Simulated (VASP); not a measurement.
Set up this calculation in VASP 6.6.1, as the native input.

```
Task                   : single point
Functional             : LDA
Potentials or basis    : VASP PAW LDA potentials, release 64 (Se, Ti_sv)
Cutoff                 : 520 eV
k mesh                 : 10 × 10 × 4
Occupations            : fermi-dirac, width 0.05 eV
Spin                   : no spin polarisation
Dipole correction      : no
Further INCAR settings : ALGO = Normal; EDIFF = 1e-07; NBANDS = 29
```

The structure of Ti3Se lies in POSCAR:

```
Ti3Se
1.0
    3.1974455988      0.0000000000      0.0000000000
   -1.5987227994      2.7690691158      0.0000000000
    0.0000000000      0.0000000000      7.9427450000
Se Ti
1 3
Direct
    0.0000000000      0.0000000000      0.0000000000
    0.6666666667      0.3333333333      0.5000000000
    0.3333333333      0.6666666667      0.7729020000
    0.3333333333      0.6666666667      0.2270980000
```

These files were run (other wordings do the same):

INCAR

```
PREC = Accurate ; ENCUT = 520
EDIFF = 1E-7 ; ISMEAR = -1
SIGMA = 0.05 ; LREAL = F
LASPH = T ; NELM = 80
ALGO = Normal ; ISIF = 2
LWAVE = F ; LCHARG = F
GGA = CA ; NBANDS = 29
```

KPOINTS

```
regular mesh
0
Gamma
  10 10 4
```

Potentials or basis: VASP PAW LDA potentials, release 64 (Se, Ti_sv).

The run is started by

```bash
$ cat potpaw_LDA.64/Se/POTCAR potpaw_LDA.64/Ti_sv/POTCAR > POTCAR
$ mpirun -np 1 vasp_std > vasp.out
```

Results of the run:

| Quantity | Value |
| --- | --- |
| Pressure | -7.8 GPa |
| Largest force | 0.085 eV/Å |
| Band gap on the k mesh | zero (band 21 reaches 8.26 eV, above the bottom of band 22 at 7.73 eV) |

It took 32 s on 1 thread of Intel(R) Xeon(R) 6975P-C (Granite Rapids), on a shared host, peak memory 0.19 GiB.
